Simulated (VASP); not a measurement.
# NiH6 (Pm-3m) in VASP: a series of runs

Runs on NiH6. Level: PBE. Tasks: single point, relaxation of cell and atoms.

All numbers are computed with VASP 6.6.1; they aren't measurements. Logs are shortened: lines on timing, memory, paths and dates and some standing lists are left out, and cuts for length are marked.

## Step 1: The cell of the first run

Symmetry: Pm-3m, No. 221, cubic system. The conventional cell has a = 3.724 Å, b = 3.724 Å, c = 3.724 Å, α = 90.00°, β = 90.00°, γ = 90.00°. Within 3.5 Å of Ni (site symmetry m-3m) lie 24 H at 2.66 Å. Within 1.0 Å of H (site symmetry 4mm) lie 1 H at 0.77 Å.

The cell was built from a structure type or drawn by symmetry, and may not be a known phase.

## Step 2: Single point, PBE, collinear spin, ferromagnetic start

Contents of INCAR:

```
SYSTEM = NiH6
ALGO = Normal
EDIFF = 1E-6
ENCUT = 520
GGA = PE
ISIF = 2
ISMEAR = 0
ISPIN = 2
LASPH = .TRUE.
LCHARG = .FALSE.
LMAXMIX = 4
LORBIT = 11
LREAL = .FALSE.
LWAVE = .FALSE.
MAGMOM = 2 0 0 0 0 0 0
NBANDS = 21
NELM = 150
PREC = Accurate
SIGMA = 0.1
```

Contents of KPOINTS:

```
k-points
0
G
  4 4 4
  0 0 0
```

Contents of POSCAR:

```
NiH6
1.0
    3.7239001010      0.0000000000      0.0000000000
    0.0000000000      3.7239001010      0.0000000000
    0.0000000000      0.0000000000      3.7239001010
Ni H
1 6
Direct
    0.0000000000      0.0000000000      0.0000000000
    0.5000000000      0.5000000000      0.1027420007
    0.5000000000      0.5000000000      0.8972579993
    0.1027420007      0.5000000000      0.5000000000
    0.8972579993      0.5000000000      0.5000000000
    0.5000000000      0.1027420007      0.5000000000
    0.5000000000      0.8972579993      0.5000000000
```

Potentials or basis: VASP PAW PBE potentials, release 64 (Ni, H).

Command:

```sh
$ cat potpaw_PBE.64/Ni/POTCAR potpaw_PBE.64/H/POTCAR > POTCAR
$ mpirun -np 1 vasp_std > vasp.out
```

OUTCAR:

```text
SYSTEM = NiH6
   EDIFF = 1E-6
   ENCUT = 520
   GGA = PE
   ISIF = 2
   ISMEAR = 0
   ISPIN = 2
   LASPH = .TRUE.
   LORBIT = 11
   LREAL = .FALSE.
   NELM = 150
   PREC = Accurate

 ion  position               nearest neighbor table
   1  0.000  0.000  0.000-
   2  0.500  0.500  0.103-   3 0.77
   3  0.500  0.500  0.897-   2 0.77
   4  0.103  0.500  0.500-   5 0.77
   5  0.897  0.500  0.500-   4 0.77
   6  0.500  0.103  0.500-   7 0.77
   7  0.500  0.897  0.500-   6 0.77

  LATTYP: Found a simple cubic cell.
 ALAT       =     3.7239001010

  Lattice vectors:

 A1 = (   3.7239001010,   0.0000000000,   0.0000000000)
 A2 = (   0.0000000000,   3.7239001010,   0.0000000000)
 A3 = (   0.0000000000,   0.0000000000,   3.7239001010)

Analysis of symmetry for initial positions (statically):
=====================================================================
 Subroutine PRICEL returns:
 Original cell was already a primitive cell.

 Routine SETGRP: Setting up the symmetry group for a
 simple cubic supercell.

 Subroutine GETGRP returns: Found 48 space group operations
 (whereof 48 operations were pure point group operations)
 out of a pool of 48 trial point group operations.

The static configuration has the point symmetry O_h .

Analysis of symmetry for dynamics (positions and initial velocities):
=====================================================================
 Subroutine PRICEL returns:
 Original cell was already a primitive cell.

 Routine SETGRP: Setting up the symmetry group for a
 simple cubic supercell.

 Subroutine GETGRP returns: Found 48 space group operations
 (whereof 48 operations were pure point group operations)
 out of a pool of 48 trial point group operations.

The dynamic configuration has the point symmetry O_h .

Analysis of structural, dynamic, and magnetic symmetry:
=====================================================================
 Subroutine PRICEL returns:
 Original cell was already a primitive cell.

 Routine SETGRP: Setting up the symmetry group for a
 simple cubic supercell.

 Subroutine GETGRP returns: Found 48 space group operations
 (whereof 48 operations were pure point group operations)
 out of a pool of 48 trial point group operations.

[... 131 lines left out ...]
 NGX is ok and might be reduce to    28
   NGX = 13   NGY = 13   NGZ = 13

 number of electron      15.9999966 magnetization      -0.0086659

 number of electron      15.9999966 magnetization       0.0037298

 Free energy of the ion-electron system (eV)
  ---------------------------------------------------
  ext. energy  EPLUGINS =         0.00000000
  ---------------------------------------------------
  free energy    TOTEN  =       -20.87852320 eV

  energy without entropy =      -20.87390723  energy(sigma->0) =      -20.87621521

 E-fermi :   1.9956     XC(G=0):  -8.8066

 val. band max:        1.9038627131   @ k =   0.5000   0.5000   0.5000
 cond. band min:       2.2690720054   @ k =   0.5000   0.5000   0.2500
 fundamental gap:      0.3652092923
 Fermi energy:         1.9955598151

 spin component 1

 k-point     1 :       0.0000    0.0000    0.0000
  band No.  band energies     occupation
      1      -9.5305      1.00000
      2      -4.5023      1.00000
      3      -4.5023      1.00000
      4       1.5794      1.00000
      5       1.5794      1.00000
      6       1.6812      1.00000
[... 206 lines left out ...]
      6       1.8356      0.98814
[... 12 lines left out ...]
     19      22.6856      0.00000
     20      22.6856      0.00000
 Fermi energy:         1.9955598151

 spin component 2

 k-point     1 :       0.0000    0.0000    0.0000
  band No.  band energies     occupation
      1      -9.5311      1.00000
      2      -4.5025      1.00000
      3      -4.5025      1.00000
      4       1.5843      1.00000
      5       1.5843      1.00000
      6       1.6866      0.99999
[... 206 lines left out ...]
      6       1.8411      0.98553
[... 12 lines left out ...]
     19      22.6845      0.00000
     20      22.6845      0.00000
 [bands above 20 left out]

------------------------ aborting loop because EDIFF is reached ----------------------------------------

  FORCE on cell =-STRESS in cart. coord.  units (eV):
  Direction    XX          YY          ZZ          XY          YZ          ZX
  --------------------------------------------------------------------------------------
  -------------------------------------------------------------------------------------
  Total        0.0235955      0.0235955      0.0235955     -0.0000000      0.0000000     -0.0000000
  in kB        0.7320573      0.7320573      0.7320573     -0.0000000      0.0000000     -0.0000000
  external PRESSURE =       0.7320573 kB  Pullay stress =       0.0000000 kB

 VOLUME and BASIS-vectors are now :
 -----------------------------------------------------------------------------
  energy-cutoff  :      520.00
  volume of cell :       51.64
      direct lattice vectors                 reciprocal lattice vectors
     3.723900101  0.000000000  0.000000000     0.268535668  0.000000000  0.000000000
     0.000000000  3.723900101  0.000000000     0.000000000  0.268535668  0.000000000
     0.000000000  0.000000000  3.723900101     0.000000000  0.000000000  0.268535668

 POSITION                                       TOTAL-FORCE (eV/Angst)
 -----------------------------------------------------------------------------------
      0.00000      0.00000      0.00000        -0.000000     -0.000000      0.000000
      1.86195      1.86195      0.38260        -0.000000     -0.000000      0.025324
      1.86195      1.86195      3.34130        -0.000000     -0.000000     -0.025324
      0.38260      1.86195      1.86195         0.025324     -0.000000      0.000000
      3.34130      1.86195      1.86195        -0.025324     -0.000000      0.000000
      1.86195      0.38260      1.86195        -0.000000      0.025324      0.000000
      1.86195      3.34130      1.86195        -0.000000     -0.025324      0.000000
 -----------------------------------------------------------------------------------
    total drift:                               -0.000000     -0.000000      0.000000

  FREE ENERGIE OF THE ION-ELECTRON SYSTEM (eV)
  ---------------------------------------------------
  free  energy   TOTEN  =       -20.8785231978 eV

  energy  without entropy=      -20.8739072286  energy(sigma->0) =      -20.87621521

 total charge

# of ion       s       p       d       tot
------------------------------------------
    1        0.202   0.054   8.640   8.896
    2        0.587   0.032   0.000   0.619
    3        0.587   0.032   0.000   0.619
    4        0.587   0.032   0.000   0.619
    5        0.587   0.032   0.000   0.619
    6        0.587   0.032   0.000   0.619
    7        0.587   0.032   0.000   0.619
--------------------------------------------------
tot          3.723   0.245   8.640  12.608

 magnetization (x)

# of ion       s       p       d       tot
------------------------------------------
    1       -0.001  -0.000   0.005   0.004
    2       -0.000  -0.000   0.000  -0.000
    3       -0.000  -0.000   0.000  -0.000
    4       -0.000  -0.000   0.000  -0.000
    5       -0.000  -0.000   0.000  -0.000
    6       -0.000  -0.000   0.000  -0.000
    7       -0.000  -0.000   0.000  -0.000
--------------------------------------------------
tot         -0.001  -0.000   0.005   0.004
```

OSZICAR:

```text
N       E                     dE             d eps       ncg     rms          rms(c)
DAV:   1     0.530767818026E+02    0.53077E+02   -0.62888E+03   840   0.717E+02
DAV:   2    -0.184142180552E+02   -0.71491E+02   -0.61587E+02   873   0.160E+02
DAV:   3    -0.227612458011E+02   -0.43470E+01   -0.41816E+01  1059   0.416E+01
DAV:   4    -0.228090395917E+02   -0.47794E-01   -0.47663E-01  1019   0.411E+00
DAV:   5    -0.228100494737E+02   -0.10099E-02   -0.10098E-02   981   0.598E-01    0.141E+01
DAV:   6    -0.295732560109E+02   -0.67632E+01   -0.50047E+01   993   0.644E+01    0.327E+01
DAV:   7    -0.225040442768E+02    0.70692E+01   -0.77395E+00   978   0.513E+01    0.142E+01
DAV:   8    -0.209233731133E+02    0.15807E+01   -0.22222E+00  1034   0.170E+01    0.454E+00
DAV:   9    -0.208930296433E+02    0.30343E-01   -0.25757E-01  1044   0.404E+00    0.223E+00
DAV:  10    -0.208739472149E+02    0.19082E-01   -0.39022E-02   980   0.195E+00    0.693E-01
DAV:  11    -0.208784972674E+02   -0.45501E-02   -0.27775E-03   880   0.374E-01    0.235E-01
DAV:  12    -0.208779381451E+02    0.55912E-03   -0.90722E-04  1043   0.241E-01    0.181E-01
DAV:  13    -0.208784341406E+02   -0.49600E-03   -0.20872E-04   915   0.101E-01    0.101E-01
DAV:  14    -0.208785133030E+02   -0.79162E-04   -0.66669E-05   918   0.853E-02    0.362E-02
DAV:  15    -0.208785232030E+02   -0.99000E-05   -0.21382E-05   975   0.421E-02    0.140E-02
DAV:  16    -0.208785231978E+02    0.51932E-08   -0.29009E-06  1032   0.157E-02
   1 F= -.20878523E+02 E0= -.20876215E+02  d E =-.461597E-02  mag=     0.0027
```

Wall time 31 s (1 thread of Intel Xeon Platinum 8259CL at 2.50GHz (Skylake/Cascade Lake), shared host); peak memory 0.17 GiB.

Results:

```yaml
Free_energy: -20.8785 eV
Pressure: 0.1 GPa
Largest_force: 0.025 eV/Å
Band_gap_on_the_k_mesh: zero (filled and empty bands overlap)
Net_moment: 0.00 μB per cell
Valence_electrons_inside_the_program's_atomic_spheres: Ni 8.90; H 0.62
```

Forces in eV/Å, atoms in the order of the input:
```
Ni   0.000  0.000  0.000
H    0.000  0.000  0.025
H    0.000  0.000 -0.025
H    0.025  0.000  0.000
H   -0.025  0.000  0.000
H    0.000  0.025  0.000
H    0.000 -0.025  0.000
```

Levels at points of the mesh, in eV from the Fermi level:
Spin up:
```tsv
k point	band 5	band 6	band 7	band 8	band 9	band 10	band 11	band 12
(0.00, 0.00, 0.00)	-0.42	-0.31	-0.31	-0.31	1.96	2.90	2.90	2.90
(0.50, 0.00, 0.00)	-0.62	-0.62	-0.29	-0.20	0.81	5.33	5.33	5.56
(0.50, 0.50, 0.00)	-0.50	-0.50	-0.17	-0.11	0.34	2.53	4.57	4.57
(0.50, 0.50, 0.50)	-0.16	-0.16	-0.10	-0.10	-0.10	1.66	1.66	1.66
```
Spin down:
| k point | band 5 | band 6 | band 7 | band 8 | band 9 | band 10 | band 11 | band 12 |
| --- | --- | --- | --- | --- | --- | --- | --- | --- |
| (0.00, 0.00, 0.00) | -0.41 | -0.31 | -0.31 | -0.31 | 1.96 | 2.90 | 2.90 | 2.90 |
| (0.50, 0.00, 0.00) | -0.61 | -0.61 | -0.29 | -0.20 | 0.81 | 5.33 | 5.33 | 5.56 |
| (0.50, 0.50, 0.00) | -0.50 | -0.50 | -0.17 | -0.11 | 0.34 | 2.53 | 4.57 | 4.57 |
| (0.50, 0.50, 0.50) | -0.15 | -0.15 | -0.09 | -0.09 | -0.09 | 1.66 | 1.66 | 1.66 |

Caveat: the k points lie up to 0.42 Å⁻¹ apart.

[end of part 1 of 2]
